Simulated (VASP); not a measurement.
# K2S (Fm-3m) in VASP: notebook

The runs below take K2S through relaxation of cell and atoms, single point, with PBEsol, LDA, r2SCAN, HSE06.

Program: VASP 6.6.1. These are calculated values, not measurements. Logs are shortened: lines on timing, memory, paths and dates and some standing lists are left out, and cuts for length are marked.

## (1) The cell of the first run

It takes space group Fm-3m (No. 225, cubic). The conventional cell has a = 7.462 Å, b = 7.462 Å, c = 7.462 Å, α = 90.00°, β = 90.00°, γ = 90.00°. Within 4.3 Å of K (site symmetry -43m) lie 4 S at 3.23 Å and 6 K at 3.73 Å. S (site symmetry m-3m) has 8 K at 3.23 Å within 4.3 Å.

## (2) Relaxation of cell and atoms, PBEsol

The input, INCAR:

```
SYSTEM = K2S
PREC = Accurate
ENCUT = 500
EDIFF = 1E-7
ISMEAR = -1
SIGMA = 0.02
LREAL = .False.
LASPH = .True.
NELM = 120
ALGO = Normal
ISIF = 3
LWAVE = .False.
LCHARG = .False.
GGA = PS
IBRION = 2
NSW = 80
EDIFFG = -0.005
GGA_COMPAT = .False.
NELMIN = 4
```

The input, KPOINTS:

```
Automatic mesh
0
Gamma
  6 6 6
  0 0 0
```

The input, POSCAR:

```
K2S
1.0
    0.0000000000      3.7310389449      3.7310389449
    3.7310389449      0.0000000000      3.7310389449
    3.7310389449      3.7310389449      0.0000000000
K S
2 1
Direct
    0.7500000000      0.7500000000      0.7500000000
    0.2500000000      0.2500000000      0.2500000000
    0.0000000000      0.0000000000      0.0000000000
```

Potentials or basis: VASP PAW PBE potentials, release 64 (K_sv, S).

The run is started by

```
$ cat potpaw_PBE.64/K_sv/POTCAR potpaw_PBE.64/S/POTCAR > POTCAR
$ mpirun -np 1 vasp_std > vasp.out
```

OUTCAR:

```text
SYSTEM = K2S
   PREC = Accurate
   ENCUT = 500
   EDIFF = 1E-7
   ISMEAR = -1
   LREAL = .False.
   LASPH = .True.
   NELM = 120
   ISIF = 3
   GGA = PS
   IBRION = 2
   NSW = 80
   EDIFFG = -0.005
   NELMIN = 4

 ion  position               nearest neighbor table
   1  0.750  0.750  0.750-   3 3.23   3 3.23   3 3.23   3 3.23   2 3.73   2 3.73   2 3.73   2 3.73
                             2 3.73   2 3.73
   2  0.250  0.250  0.250-   3 3.23   3 3.23   3 3.23   3 3.23   1 3.73   1 3.73   1 3.73   1 3.73
                             1 3.73   1 3.73
   3  0.000  0.000  0.000-   1 3.23   1 3.23   1 3.23   1 3.23   2 3.23   2 3.23   2 3.23   2 3.23

  LATTYP: Found a face centered cubic cell.
 ALAT       =     7.4620778898

  Lattice vectors:

 A1 = (   0.0000000000,   3.7310389449,   3.7310389449)
 A2 = (   3.7310389449,   0.0000000000,   3.7310389449)
 A3 = (   3.7310389449,   3.7310389449,   0.0000000000)

Analysis of symmetry for initial positions (statically):
=====================================================================
 Subroutine PRICEL returns:
 Original cell was already a primitive cell.

 Routine SETGRP: Setting up the symmetry group for a
 face centered cubic supercell.

 Subroutine GETGRP returns: Found 48 space group operations
 (whereof 48 operations were pure point group operations)
 out of a pool of 48 trial point group operations.

The static configuration has the point symmetry O_h .

Analysis of symmetry for dynamics (positions and initial velocities):
=====================================================================
 Subroutine PRICEL returns:
 Original cell was already a primitive cell.

 Routine SETGRP: Setting up the symmetry group for a
 face centered cubic supercell.

 Subroutine GETGRP returns: Found 48 space group operations
 (whereof 48 operations were pure point group operations)
 out of a pool of 48 trial point group operations.

The dynamic configuration has the point symmetry O_h .

 Subroutine INISYM returns: Found 48 space group operations
 (whereof 48 operations are pure point group operations),
 and found     1 'primitive' translations

----------------------------------------------------------------------------------------

                                     Primitive cell

  volume of cell :     103.8770

  direct lattice vectors                    reciprocal lattice vectors
     0.000000000  3.731038945  3.731038945    -0.134010930  0.134010930  0.134010930
     3.731038945  0.000000000  3.731038945     0.134010930 -0.134010930  0.134010930
     3.731038945  3.731038945  0.000000000     0.134010930  0.134010930 -0.134010930

  length of vectors
     5.276485878  5.276485878  5.276485878     0.232113740  0.232113740  0.232113740

  position of ions in fractional coordinates (direct lattice)
     0.750000000  0.750000000  0.750000000
     0.250000000  0.250000000  0.250000000
     0.000000000  0.000000000  0.000000000

  ion indices of the primitive-cell ions
[... 59 lines left out ...]
   ISTART =      0    job   : 0-new  1-cont  2-samecut
   ICHARG =      2    charge: 1-file 2-atom 10-const
   ISPIN  =      1    spin polarized calculation?
   LNONCOLLINEAR =      F non collinear calculations
   LSORBIT =      F    spin-orbit coupling
   LASPH  =      T    aspherical Exc in radial PAW
   ENCUT  =  500.0 eV  36.75 Ry    6.06 a.u.   9.62  9.62  9.62*2*pi/ulx,y,z
   NELM   =    120;   NELMIN=  4; NELMDL= -5     # of ELM steps
   EDIFF  = 0.1E-06   stopping-criterion for ELM
   LREAL  =      F    real-space projection
   EDIFFG = -.5E-02   stopping-criterion for IOM
   NSW    =     80    number of steps for IOM
   IBRION =      2    ionic relax: 0-MD 1-quasi-New 2-CG
   NFREE  =      1    steps in history (QN), initial steepest desc. (CG)
   ISIF   =      3    stress and relaxation
   ISYM   =      2    0-nonsym 1-usesym 2-fastsym
   POTIM  = 0.5000    time-step for ionic-motion
   TEBEG  =    0.0;   TEEND  =   0.0 temperature during run
   PSTRESS=    0.0 pullay stress
   NELECT =      24.0000    total number of electrons
   NUPDOWN=      -1.0000    fix difference up-down
   EMIN   =  10.00;   EMAX   =-10.00  energy-range for DOS
   EFERMI =   0.00;   METHOD = LEGACY
   ISMEAR =    -1;   SIGMA  =   0.02  broadening in eV -4-tet -1-fermi 0-gaus
   EFERMI_NEDOS =   21; number of points for ismear=-14 and -15
   IALGO  =     38    algorithm
   IMIX   =      4    mixing-type and parameters
     AMIX     =   0.40;   BMIX     =  1.00
     AMIX_MAG =   1.60;   BMIX_MAG =  1.00
  volume/ion in A,a.u.               =      34.63       233.67
  Fermi-wavevector in a.u.,A,eV,Ry     =   1.004551  1.898327 13.729957  1.009123
  Thomas-Fermi vector in A             =   2.137174
   LORBIT       =      0    0 simple, 1 ext, 2 COOP (PROOUT), +10 PAW based schemes
   GGA     = PS    functional components
   LHFCALC =     F    Hartree Fock is set to
   AEXX    =    0.0000 exact exchange contribution
   IVDW    =     0    specifies the selected vdW correction
   LEPSILON=     F    determine dielectric tensor
   LRPA    =     F    only Hartree local field effects (RPA)
 conjugate gradient relaxation of ions
 non-spin polarized calculation
  energy-cutoff  :      500.00
  volume of cell :      103.88
 maximum number of plane-waves:      2685
 NGX is ok and might be reduce to    40
   NGX = 19   NGY = 19   NGZ = 19

--------------------------------------- Ionic step        1  -------------------------------------------

 number of electron      24.0000000 magnetization

 Free energy of the ion-electron system (eV)
  ---------------------------------------------------
  ext. energy  EPLUGINS =         0.00000000
  ---------------------------------------------------
  free energy    TOTEN  =        -9.85066665 eV

  energy without entropy =       -9.85066665  energy(sigma->0) =       -9.85066665

 E-fermi :  -0.0106     XC(G=0):  -7.4141

 val. band max:       -0.5249796707   @ k =   0.5000   0.5000   0.0000
 cond. band min:       1.7000393160   @ k =   0.0000   0.0000   0.0000
 fundamental gap:      2.2250189867
 Fermi energy:        -0.0106138995

 k-point     1 :       0.0000    0.0000    0.0000
  band No.  band energies     occupation
      1     -29.5985      2.00000
      2     -29.5213      2.00000
      3     -13.2533      2.00000
      4     -13.2533      2.00000
      5     -13.2533      2.00000
      6     -13.0247      2.00000
[... 403 lines left out ...]
--------------------------------------- Ionic step        4  -------------------------------------------

 number of electron      23.9999997 magnetization

 Free energy of the ion-electron system (eV)
  ---------------------------------------------------
  ext. energy  EPLUGINS =         0.00000000
  ---------------------------------------------------
  free energy    TOTEN  =        -9.86459588 eV

  energy without entropy =       -9.86459588  energy(sigma->0) =       -9.86459588

 E-fermi :   0.1644     XC(G=0):  -7.5978

 val. band max:       -0.3641874852   @ k =   0.5000   0.5000   0.0000
 cond. band min:       1.9753353702   @ k =   0.0000   0.0000   0.0000
 fundamental gap:      2.3395228555
 Fermi energy:         0.1643993069

 k-point     1 :       0.0000    0.0000    0.0000
  band No.  band energies     occupation
      1     -29.3485      2.00000
      2     -29.2548      2.00000
      3     -13.0200      2.00000
      4     -13.0200      2.00000
      5     -13.0200      2.00000
      6     -12.7586      2.00000
[... 323 lines left out ...]
  FREE ENERGIE OF THE ION-ELECTRON SYSTEM (eV)
  ---------------------------------------------------
  free  energy   TOTEN  =        -9.8645958804 eV

  energy  without entropy=       -9.8645958804  energy(sigma->0) =       -9.86459588

 reached required accuracy - stopping structural energy minimisation
```

OSZICAR:

```text
N       E                     dE             d eps       ncg     rms          rms(c)
DAV:   1     0.154360114573E+03    0.15436E+03   -0.10799E+04   512   0.125E+03
DAV:   2     0.168935476514E+01   -0.15267E+03   -0.15009E+03   576   0.331E+02
DAV:   3    -0.109148059510E+02   -0.12604E+02   -0.12585E+02   968   0.768E+01
[... 40 lines left out ...]
DAV:   2    -0.986464492190E+01    0.18721E-03   -0.59400E-04   744   0.213E-01    0.433E-02
DAV:   3    -0.986458901826E+01    0.55904E-04   -0.16534E-04   912   0.104E-01    0.359E-02
DAV:   4    -0.986459280321E+01   -0.37850E-05   -0.85109E-06   856   0.145E-02    0.166E-02
DAV:   5    -0.986459578539E+01   -0.29822E-05   -0.97290E-06   960   0.165E-02    0.359E-03
DAV:   6    -0.986459588043E+01   -0.95036E-07   -0.17211E-07   496   0.317E-03
   4 F= -.98645959E+01 E0= -.98645959E+01  d E =-.139292E-01
```

CONTCAR:

```text
K2S
   1.00000000000000
     0.0000000000000000    3.6714649145450244    3.6714649145450244
     3.6714649145450244    0.0000000000000000    3.6714649145450244
     3.6714649145450244    3.6714649145450244    0.0000000000000000
  K               S
     2     1
Direct
     0.7500000000000000    0.7500000000000000    0.7500000000000000
     0.2500000000000000    0.2500000000000000    0.2500000000000000
     1.0000000000000000    0.0000000000000000    0.0000000000000000

  0.00000000E+00  0.00000000E+00  0.00000000E+00
  0.00000000E+00  0.00000000E+00  0.00000000E+00
  0.00000000E+00  0.00000000E+00  0.00000000E+00
```

Wall time 2.2 min (1 thread of Intel Xeon 8259CL, shared host); peak memory 0.25 GiB.

What came out:

```yaml
Free_energy: -9.8646 eV
Relaxed_volume: 32.99 Å³/atom
Relaxed_cell: a = 5.192 Å, b = 5.192 Å, c = 5.192 Å, α = 60.00°, β = 60.00°, γ = 60.00°
Space_group_after_relaxing_to_0.1_Å: Fm-3m (No. 225)
Energy_gained_by_relaxing: 4.6 meV/atom
Ionic_steps: 4
Pressure_after_relaxing: 0.0 GPa
Band_gap_on_the_k_mesh: 2.34 eV (least direct gap 2.56 eV)
```

The path:
```tsv
step	energy change (eV)	largest force (eV/Å)	pressure (GPa)	volume (Å³)
1	0.0000	0.0000	-0.87	103.88
2	-0.0113	0.0000	-0.40	101.07
3	-0.0139	0.0000	-0.02	99.11
4	-0.0139	0.0000	0.00	98.98
```

Final structure:
```
K S
1.0
     0.00000    3.67146    3.67146
     3.67146    0.00000    3.67146
     3.67146    3.67146    0.00000
K S
2 1
Cartesian
  5.5072 5.5072 5.5072
  1.8357 1.8357 1.8357
  0.0000 3.6715 3.6715
```

Caveat: the PAW data sets were made with another functional, which shifts forces and pressure a little.

## (3) Relaxation of cell and atoms, LDA

The input, INCAR:

```
SYSTEM = K2S
PREC = Accurate
ENCUT = 500
EDIFF = 1E-7
ISMEAR = -1
SIGMA = 0.02
LREAL = .FALSE.
LASPH = .TRUE.
NELM = 120
ALGO = Normal
ISIF = 3
LWAVE = .FALSE.
LCHARG = .FALSE.
IBRION = 2
NSW = 80
EDIFFG = -0.005
GGA_COMPAT = .FALSE.
NELMIN = 4
```

The input, KPOINTS:

```
regular mesh
0
G
  6 6 6
  0 0 0
```

POSCAR is that of step 2.

Potentials or basis: VASP PAW LDA potentials, release 64 (K_sv, S).

The run is started by

```
$ cat potpaw_LDA.64/K_sv/POTCAR potpaw_LDA.64/S/POTCAR > POTCAR
$ mpirun -np 1 vasp_std > vasp.out
```

OUTCAR:

```text
SYSTEM = K2S
   PREC = Accurate
   ENCUT = 500
   EDIFF = 1E-7
   ISMEAR = -1
   LREAL = .FALSE.
   LASPH = .TRUE.
   NELM = 120
   ISIF = 3
   IBRION = 2
   NSW = 80
   EDIFFG = -0.005
   NELMIN = 4

 ion  position               nearest neighbor table
   1  0.750  0.750  0.750-   3 3.23   3 3.23   3 3.23   3 3.23   2 3.73   2 3.73   2 3.73   2 3.73
                             2 3.73   2 3.73
   2  0.250  0.250  0.250-   3 3.23   3 3.23   3 3.23   3 3.23   1 3.73   1 3.73   1 3.73   1 3.73
                             1 3.73   1 3.73
   3  0.000  0.000  0.000-   1 3.23   1 3.23   1 3.23   1 3.23   2 3.23   2 3.23   2 3.23   2 3.23

  LATTYP: Found a face centered cubic cell.
 ALAT       =     7.4620778898

  Lattice vectors:

 A1 = (   0.0000000000,   3.7310389449,   3.7310389449)
 A2 = (   3.7310389449,   0.0000000000,   3.7310389449)
 A3 = (   3.7310389449,   3.7310389449,   0.0000000000)

Analysis of symmetry for initial positions (statically):
=====================================================================
 Subroutine PRICEL returns:
 Original cell was already a primitive cell.

 Routine SETGRP: Setting up the symmetry group for a
 face centered cubic supercell.

 Subroutine GETGRP returns: Found 48 space group operations
 (whereof 48 operations were pure point group operations)
 out of a pool of 48 trial point group operations.

[... 161 lines left out ...]
  Direction    XX          YY          ZZ          XY          YZ          ZX
  --------------------------------------------------------------------------------------
  -------------------------------------------------------------------------------------
  Total       -1.3018256     -1.3018256     -1.3018256      0.0000000      0.0000000      0.0000000
  in kB      -20.0790908    -20.0790908    -20.0790908      0.0000000      0.0000000      0.0000000
  external PRESSURE =     -20.0790908 kB  Pullay stress =       0.0000000 kB
[... 24 lines left out ...]
--------------------------------------- Ionic step        2  -------------------------------------------

 number of electron      23.9999999 magnetization

 E-fermi :  -0.0009     XC(G=0):  -7.9686

 val. band max:       -0.4827696630   @ k =   0.5000   0.5000   0.0000
 cond. band min:       1.7220342039   @ k =   0.0000   0.0000   0.0000
 fundamental gap:      2.2048038669
 Fermi energy:        -0.0009094362

 k-point     1 :       0.0000    0.0000    0.0000
  band No.  band energies     occupation
      1     -29.2282      2.00000
      2     -29.1239      2.00000
      3     -13.0798      2.00000
      4     -13.0798      2.00000
      5     -13.0798      2.00000
      6     -12.7975      2.00000
[... 366 lines left out ...]
--------------------------------------- Ionic step        4  -------------------------------------------

 number of electron      24.0000003 magnetization

 Free energy of the ion-electron system (eV)
  ---------------------------------------------------
  ext. energy  EPLUGINS =         0.00000000
  ---------------------------------------------------
  free energy    TOTEN  =       -10.40890559 eV

  energy without entropy =      -10.40890559  energy(sigma->0) =      -10.40890559

 E-fermi :   0.1659     XC(G=0):  -8.1401

 val. band max:       -0.3135305631   @ k =   0.5000   0.5000   0.0000
 cond. band min:       1.9950379172   @ k =   0.0000   0.0000   0.0000
 fundamental gap:      2.3085684803
 Fermi energy:         0.1659210071

 k-point     1 :       0.0000    0.0000    0.0000
  band No.  band energies     occupation
      1     -28.9929      2.00000
      2     -28.8690      2.00000
      3     -12.8610      2.00000
      4     -12.8610      2.00000
      5     -12.8610      2.00000
      6     -12.5432      2.00000
[... 323 lines left out ...]
  FREE ENERGIE OF THE ION-ELECTRON SYSTEM (eV)
  ---------------------------------------------------
  free  energy   TOTEN  =       -10.4089055932 eV

  energy  without entropy=      -10.4089055932  energy(sigma->0) =      -10.40890559

 reached required accuracy - stopping structural energy minimisation
```

OSZICAR:

```text
N       E                     dE             d eps       ncg     rms          rms(c)
DAV:   1     0.161483153070E+03    0.16148E+03   -0.10726E+04   512   0.125E+03
DAV:   2     0.447183769857E+01   -0.15701E+03   -0.15425E+03   552   0.358E+02
DAV:   3    -0.113079525920E+02   -0.15780E+02   -0.15757E+02   936   0.865E+01
[... 43 lines left out ...]
DAV:   4    -0.104089006467E+02   -0.13334E-04   -0.78360E-05   768   0.478E-02    0.466E-02
DAV:   5    -0.104089053905E+02   -0.47438E-05   -0.74476E-05   960   0.469E-02    0.105E-02
DAV:   6    -0.104089052606E+02    0.12993E-06   -0.12351E-06   624   0.838E-03    0.809E-03
DAV:   7    -0.104089055757E+02   -0.31506E-06   -0.56344E-07   712   0.655E-03    0.264E-03
DAV:   8    -0.104089055932E+02   -0.17590E-07   -0.43238E-08   352   0.235E-03
   4 F= -.10408906E+02 E0= -.10408906E+02  d E =-.732025E-01
```

CONTCAR:

```text
K2S
   1.00000000000000
     0.0000000000000000    3.5993426235778485    3.5993426235778485
     3.5993426235778485    0.0000000000000000    3.5993426235778485
     3.5993426235778485    3.5993426235778485    0.0000000000000000
  K               S
     2     1
Direct
     0.7500000000000000    0.7500000000000000    0.7500000000000000
     0.2500000000000000    0.2500000000000000    0.2500000000000000
     0.0000000000000000    1.0000000000000000    0.0000000000000000

  0.00000000E+00  0.00000000E+00  0.00000000E+00
  0.00000000E+00  0.00000000E+00  0.00000000E+00
  0.00000000E+00  0.00000000E+00  0.00000000E+00
```

It took 2.2 min on 1 thread of Intel Xeon 8259CL, shared host; peak memory 0.21 GiB.

Results:

```
Free energy                           : -10.4089 eV
Relaxed volume                        : 31.09 Å³/atom
Relaxed cell                          : a = 5.090 Å, b = 5.090 Å, c = 5.090 Å, α = 60.00°, β = 60.00°, γ = 60.00°
Space group after relaxing (to 0.1 Å) : Fm-3m (No. 225)
Energy gained by relaxing             : 24.4 meV/atom
Ionic steps                           : 4
Pressure after relaxing               : 0.0 GPa
Band gap on the k mesh                : 2.31 eV (least direct gap 2.61 eV)
```

The path:
| step | energy change (eV) | largest force (eV/Å) | pressure (GPa) | volume (Å³) |
| --- | --- | --- | --- | --- |
| 1 | 0.0000 | 0.0000 | -2.01 | 103.88 |
| 2 | -0.0602 | 0.0000 | -0.95 | 97.49 |
| 3 | -0.0731 | 0.0000 | -0.08 | 93.59 |
| 4 | -0.0732 | 0.0000 | 0.01 | 93.26 |

Final structure:
```yaml
crystal:
  lattice:
    - [0.00000, 3.59934, 3.59934]
    - [3.59934, 0.00000, 3.59934]
    - [3.59934, 3.59934, 0.00000]
  atoms:
    - { symbol: K, position: [0.75000, 0.75000, 0.75000] }
    - { symbol: K, position: [0.25000, 0.25000, 0.25000] }
    - { symbol: S, position: [0.00000, 0.00000, 0.00000] }
```

(Continued in part 2 of 2.)
